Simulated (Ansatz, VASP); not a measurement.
# One calculation of PbS, two programs

File INCAR:

```
SYSTEM = PbS
ALGO = Normal
EDIFF = 1E-6
ENCUT = 520
GGA = PE
ISIF = 2
ISMEAR = -1
LASPH = .TRUE.
LCHARG = .FALSE.
LREAL = .FALSE.
LWAVE = .FALSE.
NBANDS = 28
NELM = 80
PREC = Accurate
SIGMA = 0.05
```

The input KPOINTS:

```
k-points
0
G
  9 9 5
  0 0 0
```

File POSCAR:

```
PbS
1.0
    3.8619902660      0.0000000000      0.0000000000
   -1.9309951330      3.3445816796      0.0000000000
    0.0000000000      0.0000000000      7.2389049740
Pb S
2 2
Direct
    0.0000000000      0.0000000000      0.0000000000
    0.0000000000      0.0000000000      0.5000000000
    0.3333333333      0.6666666667      0.2500000000
    0.6666666667      0.3333333333      0.7500000000
```

Input for Ansatz:

```yaml
crystal:
  lattice:
    - [3.861990266, 0.0, 0.0]
    - [-1.930995133, 3.3445816796, 0.0]
    - [0.0, 0.0, 7.238904974]
  atoms:
    - { symbol: Pb, position: [0.0, 0.0, 0.0] }
    - { symbol: Pb, position: [0.0, 0.0, 0.5] }
    - { symbol: S, position: [0.3333333333, 0.6666666667, 0.25] }
    - { symbol: S, position: [0.6666666667, 0.3333333333, 0.75] }
kpoints:
  mp_grid: { grid: [9, 9, 5] }
scf:
  occupations: { method: fermi_dirac, width: 0.05 }
hamiltonian:
  xc: pbe
  pseudopotentials: { kind: all_electron, lapw: { basis_error: 0.0005 } }
output:
  forces: true
  stress: true
  eigenvalues: true
  populations: true
```

Alike in both runs: task single point; functional PBE; k mesh 9 × 9 × 5; occupations fermi-dirac, width 0.05 eV; no spin polarisation.

```csv
,VASP,Ansatz
version,VASP 6.6.1,Ansatz 0.2.0
potentials or method,"VASP PAW PBE potentials, release 64 (Pb_d, S), cutoff 520 eV","all-electron LAPW, scalar-relativistic"
```

VASP gave:

```
pressure (GPa) : 10.9
```

**Question.** Which values does Ansatz return?

**Answer.** Pressure (GPa): 11.0.

Ansatz ran all-electron here, and VASP with PAW potentials.

Spin-orbit coupling is off throughout.
